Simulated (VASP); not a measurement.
A run of VASP 6.6.1 is set up as follows.

INCAR

```
ALGO = Normal ; EDIFF = 1E-6
ENCUT = 520 ; GGA = PE
ISIF = 2 ; ISMEAR = 0
ISPIN = 2 ; LASPH = True
LCHARG = False ; LMAXMIX = 4
LORBIT = 11 ; LREAL = False
LWAVE = False ; MAGMOM = 0.79 -0.79 0 0 0 0 0 0
NBANDS = 46 ; NELM = 150
PREC = Accurate ; SIGMA = 0.05
```

KPOINTS

```
k-points
0
Gamma
  10 10 5
```

Contents of POSCAR:

```
CuF3
1.0
    3.9121069992      0.0000000000      3.9121069991
    0.0000000000      3.9121069992      3.9121069991
    0.0000000001      0.0000000001      7.8242139983
Cu F
2 6
Direct
    0.0000000000      0.0000000000      0.0000000000
    0.0000000000      0.0000000000      0.5000000000
    0.5000000000      0.0000000000      0.7500000000
    0.0000000000      0.0000000000      0.2500000000
    0.0000000000      0.5000000000      0.7500000000
    0.5000000000      0.0000000000      0.2500000000
    0.0000000000      0.0000000000      0.7500000000
    0.0000000000      0.5000000000      0.2500000000
```

Potentials or basis: VASP PAW PBE potentials, release 64 (Cu, F).

Command:

```sh
$ cat potpaw_PBE.64/Cu/POTCAR potpaw_PBE.64/F/POTCAR > POTCAR
$ mpirun -np 1 vasp_std > vasp.out
```

Predict the band gap on the k mesh.

0.13 eV.

Estimate the site moments.

Cu +0.65, -0.65; F +0.00 μB.

Caveat: the cell stands under tension; an odd mesh through Γ misses points on the zone boundary, where band edges can lie.
